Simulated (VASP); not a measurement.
Wanted: the native input for a VASP 6.6.1 run.

* Task: single point
* Functional: PBE
* Potentials or basis: VASP PAW PBE potentials, release 64 (Ca_sv, Zr_sv, N)
* Cutoff: 600 eV
* k mesh: 5 × 5 × 2
* Occupations: gaussian, width 0.2 eV
* Spin: no spin polarisation
* Dipole correction: no
* Further INCAR settings: ALGO = Normal; EDIFF = 1e-06; NBANDS = 48

The structure of Ca3Zr3N2 lies in POSCAR:

```
Ca3Zr3N2
1.0
    3.2776373579      0.0000000000      0.0000000000
    0.0000000000      3.2776373579      0.0000000000
    0.0000000000      0.0000000000     15.9383478413
Ca Zr N
3 3 2
Direct
    0.0000000000      0.0000000000      0.7005366341
    0.0000000000      0.0000000000      0.2994633659
    0.5000000000      0.5000000000      0.5000000000
    0.0000000000      0.0000000000      0.0000000000
    0.5000000000      0.5000000000      0.8611044800
    0.5000000000      0.5000000000      0.1388955200
    0.0000000000      0.0000000000      0.1454401173
    0.0000000000      0.0000000000      0.8545598827
```

These files were run (other wordings do the same):

INCAR

```
ALGO = Normal
EDIFF = 1E-6
ENCUT = 600
GGA = PE
GGA_COMPAT = False
ISIF = 2
ISMEAR = 0
LASPH = True
LCHARG = False
LREAL = False
LWAVE = False
NBANDS = 48
NELM = 120
PREC = Accurate
SIGMA = 0.2
```

KPOINTS

```
k-points
0
Gamma
  5 5 2
```

Potentials or basis: VASP PAW PBE potentials, release 64 (Ca_sv, Zr_sv, N).

Run with:

```bash
$ cat potpaw_PBE.64/Ca_sv/POTCAR potpaw_PBE.64/Zr_sv/POTCAR potpaw_PBE.64/N/POTCAR > POTCAR
$ mpirun -np 1 vasp_std > vasp.out
```

It gave:

```
Pressure               : 0.8 GPa
Largest force          : 0.062 eV/Å
Band gap on the k mesh : zero (bands 38 and 39 overlap by 0.56 eV)
```

Caveat: the k points lie up to 0.38 Å⁻¹ apart, too coarse for converged energies and pressures of a metal.

Wall time 3.5 min on 1 thread of Oxide Virtual Turin-like Processor (shared host), peak memory 0.33 GiB.
